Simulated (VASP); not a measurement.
# Al3GaN4 (P-43m) in VASP: further runs, part 2 of 2

VASP 6.6.1. Earlier steps stand in the parts before.

### Step 3. Single point, PBEsol

INCAR reads:

```
PREC = Accurate ; ENCUT = 520
EDIFF = 1E-6 ; ISMEAR = 0
SIGMA = 0.02 ; LREAL = False
LASPH = True ; NELM = 80
ALGO = Normal ; ISIF = 2
LWAVE = False ; LCHARG = False
GGA = PS ; NBANDS = 31
```

KPOINTS reads:

```
Automatic mesh
0
Gamma
  6 6 6
```

POSCAR reads:

```
Al3GaN4
1.0
    4.4730997683      0.0000000000      0.0000000000
    0.0000000000      4.4730997683      0.0000000000
    0.0000000000      0.0000000000      4.4730997683
Al Ga N
3 1 4
Direct
    0.5000000000      0.5000000000      0.0000000000
    0.5000000000      0.0000000000      0.5000000000
    0.0000000000      0.5000000000      0.5000000000
    0.0000000000      0.0000000000      0.0000000000
    0.7447077177      0.7447077177      0.2552922823
    0.7447077177      0.2552922823      0.7447077177
    0.2552922823      0.7447077177      0.7447077177
    0.2552922823      0.2552922823      0.2552922823
```

Potentials or basis: VASP PAW PBE potentials, release 64 (Al, Ga_d, N).

On the command line:

```
cat potpaw_PBE.64/Al/POTCAR potpaw_PBE.64/Ga_d/POTCAR potpaw_PBE.64/N/POTCAR > POTCAR
mpirun -np 1 vasp_std > vasp.out
```

OUTCAR:

```text
PREC = Accurate
   ENCUT = 520
   EDIFF = 1E-6
   ISMEAR = 0
   LREAL = False
   LASPH = True
   NELM = 80
   ISIF = 2
   GGA = PS

 ion  position               nearest neighbor table
   1  0.500  0.500  0.000-   5 1.92   6 1.92   7 1.92   8 1.92   2 3.16   3 3.16   2 3.16   3 3.16
                             2 3.16   2 3.16   3 3.16   3 3.16
   2  0.500  0.000  0.500-   5 1.92   6 1.92   7 1.92   8 1.92   1 3.16   3 3.16   1 3.16   1 3.16
                             3 3.16   1 3.16   3 3.16   3 3.16
   3  0.000  0.500  0.500-   5 1.92   6 1.92   7 1.92   8 1.92   1 3.16   2 3.16   1 3.16   2 3.16
                             1 3.16   2 3.16   1 3.16   2 3.16
   4  0.000  0.000  0.000-   5 1.98   6 1.98   7 1.98   8 1.98
   5  0.745  0.745  0.255-   2 1.92   3 1.92   1 1.92   4 1.98
   6  0.745  0.255  0.745-   2 1.92   3 1.92   1 1.92   4 1.98
   7  0.255  0.745  0.745-   2 1.92   3 1.92   1 1.92   4 1.98
   8  0.255  0.255  0.255-   2 1.92   3 1.92   1 1.92   4 1.98

  LATTYP: Found a simple cubic cell.
 ALAT       =     4.4730997683

  Lattice vectors:

[... 190 lines left out ...]
 fundamental gap:      3.0782730220
 Fermi energy:         5.3135647906

 k-point     1 :       0.0000    0.0000    0.0000
  band No.  band energies     occupation
      1      -9.6793      2.00000
      2      -8.1332      2.00000
      3      -8.1332      2.00000
      4      -8.1332      2.00000
      5      -7.4572      2.00000
      6      -7.4572      2.00000
[... 669 lines left out ...]
     30      15.5914      0.00000
     31      15.6285      0.00000

------------------------ aborting loop because EDIFF is reached ----------------------------------------

  FORCE on cell =-STRESS in cart. coord.  units (eV):
  Direction    XX          YY          ZZ          XY          YZ          ZX
  --------------------------------------------------------------------------------------
  -------------------------------------------------------------------------------------
  Total       -4.5535158     -4.5535158     -4.5535158      0.0000000     -0.0000000     -0.0000000
  in kB      -81.5139007    -81.5139007    -81.5139007      0.0000000     -0.0000000     -0.0000000
  external PRESSURE =     -81.5139007 kB  Pullay stress =       0.0000000 kB

 VOLUME and BASIS-vectors are now :
 -----------------------------------------------------------------------------
  energy-cutoff  :      520.00
  volume of cell :       89.50
      direct lattice vectors                 reciprocal lattice vectors
     4.473099768  0.000000000  0.000000000     0.223558617  0.000000000  0.000000000
     0.000000000  4.473099768  0.000000000     0.000000000  0.223558617  0.000000000
     0.000000000  0.000000000  4.473099768     0.000000000  0.000000000  0.223558617

 POSITION                                       TOTAL-FORCE (eV/Angst)
 -----------------------------------------------------------------------------------
      2.23655      2.23655      0.00000         0.000000      0.000000      0.000000
      2.23655      0.00000      2.23655         0.000000      0.000000     -0.000000
      0.00000      2.23655      2.23655         0.000000      0.000000     -0.000000
      0.00000      0.00000      0.00000         0.000000      0.000000      0.000000
      3.33115      3.33115      1.14195         0.004183      0.004183     -0.004183
      3.33115      1.14195      3.33115         0.004183     -0.004183      0.004183
      1.14195      3.33115      3.33115        -0.004183      0.004183      0.004183
      1.14195      1.14195      1.14195        -0.004183     -0.004183     -0.004183
 -----------------------------------------------------------------------------------
    total drift:                               -0.000000     -0.000000      0.000000

  FREE ENERGIE OF THE ION-ELECTRON SYSTEM (eV)
  ---------------------------------------------------
  free  energy   TOTEN  =       -59.8498715609 eV

  energy  without entropy=      -59.8498715609  energy(sigma->0) =      -59.84987156
```

OSZICAR:

```text
N       E                     dE             d eps       ncg     rms          rms(c)
DAV:   1     0.305041479331E+03    0.30504E+03   -0.19155E+04  1404   0.164E+03
DAV:   2    -0.215600262817E+02   -0.32660E+03   -0.30385E+03  1421   0.447E+02
DAV:   3    -0.662688937186E+02   -0.44709E+02   -0.44020E+02  1403   0.127E+02
DAV:   4    -0.681254399777E+02   -0.18565E+01   -0.18496E+01  1728   0.289E+01
DAV:   5    -0.681613528610E+02   -0.35913E-01   -0.35900E-01  1452   0.387E+00    0.157E+01
DAV:   6    -0.598341093246E+02    0.83272E+01   -0.26377E+01  1939   0.492E+01    0.545E+00
DAV:   7    -0.599348846889E+02   -0.10078E+00   -0.25750E+00  1436   0.995E+00    0.391E+00
DAV:   8    -0.598810812116E+02    0.53803E-01   -0.44097E-01  1701   0.536E+00    0.111E+00
DAV:   9    -0.598495670260E+02    0.31514E-01   -0.10195E-01  1838   0.378E+00    0.528E-01
DAV:  10    -0.598497098491E+02   -0.14282E-03   -0.15402E-02  1482   0.650E-01    0.203E-01
DAV:  11    -0.598498738547E+02   -0.16401E-03   -0.70105E-04  1945   0.210E-01    0.280E-02
DAV:  12    -0.598498721153E+02    0.17395E-05   -0.10961E-04  1483   0.683E-02    0.177E-02
DAV:  13    -0.598498715609E+02    0.55435E-06   -0.77630E-06  1903   0.352E-02
   1 F= -.59849872E+02 E0= -.59849872E+02  d E =-.100832E-18
```

Run time: 45 s. Hardware: 1 thread of Intel Xeon Platinum 8488C (Sapphire Rapids), shared host; peak memory 0.22 GiB.

What came out:

```
Free energy            : -59.8499 eV
Pressure               : -8.2 GPa
Largest force          : 0.007 eV/Å
Band gap on the k mesh : 3.08 eV, direct
```

Forces in eV/Å, atoms in the order of the input:
```
Al   0.000  0.000  0.000
Al   0.000  0.000  0.000
Al   0.000  0.000  0.000
Ga   0.000  0.000  0.000
N    0.004  0.004 -0.004
N    0.004 -0.004  0.004
N   -0.004  0.004  0.004
N   -0.004 -0.004 -0.004
```

Caveat: the PAW data sets were made with another functional, which shifts forces and pressure a little. Expect the measured gap to be larger: semilocal functionals such as PBEsol lack the derivative discontinuity.
